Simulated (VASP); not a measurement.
## Si2B3: relaxation of cell and atoms with r2SCAN

Si2B3:

```
CELL_PARAMETERS angstrom
3.29296 0.00000 0.00000
-1.64648 2.85178 0.00000
0.00000 0.00000 5.12331
ATOMIC_POSITIONS crystal
Si 0.33333 0.66667 0.24500
Si 0.66667 0.33333 0.75500
B 0.00000 0.00000 0.00000
B 0.33333 0.66667 0.64500
B 0.66667 0.33333 0.35500
```

| Item | Value |
| --- | --- |
| Program | VASP 6.6.1 |
| Task | relaxation of cell and atoms |
| Functional | r2SCAN |
| Potentials or basis | VASP PAW PBE potentials, release 64 (Si, B) |
| Cutoff | 600 eV |
| k mesh | 6 × 6 × 4 |
| Occupations | gaussian, width 0.1 eV |
| Spin | no spin polarisation |
| Dipole correction | no |
| Further INCAR settings | ALGO = Normal; EDIFF = 1e-06; IBRION = 2; EDIFFG = -0.04; NSW = 90; ISIF = 3 |

The relaxed volume is 9.30 Å³/atom, the relaxed cell is a = 3.062 Å, b = 3.062 Å, c = 5.728 Å, α = 90.00°, β = 90.00°, γ = 120.00° and the space group after relaxing (to 0.05 Å) is P-3m1 (No. 164). The energy gained by relaxing is 813.4 meV/atom and the ionic steps are 20. The pressure after relaxing is -0.2 GPa and the largest force after relaxing is 0.024 eV/Å.

Forces in eV/Å, atoms in the order of the input:
```
Si   0.000  0.000  0.024
Si   0.000  0.000 -0.024
B    0.000  0.000  0.000
B    0.000  0.000  0.002
B    0.000  0.000 -0.002
```

Stress tensor (GPa, compression positive):
```
-0.31  0.00  0.00
 0.00 -0.31  0.00
 0.00  0.00 -0.12
```

Step by step:
```
step  energy change (eV)  largest force (eV/Å)  pressure (GPa)  volume (Å³)
   1              0.0000                2.3805           16.77        48.11
   2             -0.6553                1.7136          -10.83        55.39
   3             -0.6872                1.7331           -7.14        54.01
   4             -1.2386                2.6492           -9.38        52.69
   5             -2.8448                3.2093          -13.06        49.05
   6              0.3285                2.4874           67.52        40.94
   7             -3.2540                1.7250           -6.35        47.17
   8             -3.4222                1.1845            0.17        46.04
   9             -3.4464                1.1764            3.82        45.54
  10             -3.7731                0.7017            2.85        45.68
  11             -3.7591                2.9423            8.42        45.95
  12             -3.9871                0.5255            3.98        45.84
  13             -3.9908                0.7908            4.33        45.85
  14             -4.0320                0.6149            1.67        46.34
  15             -4.0584                0.1619           -2.06        47.10
  16             -4.0584                0.1429           -2.21        47.13
  17             -4.0642                0.1077           -1.44        46.89
  18             -4.0664                0.0547           -0.38        46.57
  19             -4.0664                0.0640           -0.50        46.61
  20             -4.0671                0.0239           -0.25        46.50
```

Final structure:
```
CELL_PARAMETERS angstrom
3.06157 0.00000 0.00000
-1.53079 2.65140 0.00000
0.00000 0.00000 5.72849
ATOMIC_POSITIONS crystal
Si 0.33333 0.66667 0.18985
Si 0.66667 0.33333 0.81015
B 0.00000 0.00000 0.00000
B 0.33333 0.66667 0.53075
B 0.66667 0.33333 0.46925
```

Levels at points of the mesh, in eV from the Fermi level:
```csv
k point,band 4,band 5,band 6,band 7,band 8,band 9,band 10,band 11,band 12
"(0.00, 0.00, 0.00)",-2.27,-0.70,-0.70,0.39,0.39,2.26,5.14,5.14,6.29
"(0.50, 0.00, 0.00)",-8.16,-6.59,-6.19,-3.93,-1.63,0.91,1.46,3.39,3.60
"(0.00, 0.00, 0.50)",-6.66,-0.64,-0.64,0.49,0.49,4.15,4.15,5.90,5.97
"(0.50, 0.00, 0.50)",-9.69,-4.33,-3.29,-2.79,-2.71,-1.88,-0.30,2.53,3.50
```

Wall time 13 min on 1 thread of Intel(R) Xeon(R) Platinum 8124M CPU @ 3.00GHz (Skylake/Cascade Lake), with other jobs on the host, peak memory 0.2 GiB.

Caveat: the k points lie up to 0.39 Å⁻¹ apart in the final cell; the PAW data sets were made with another functional, which shifts forces and pressure a little.
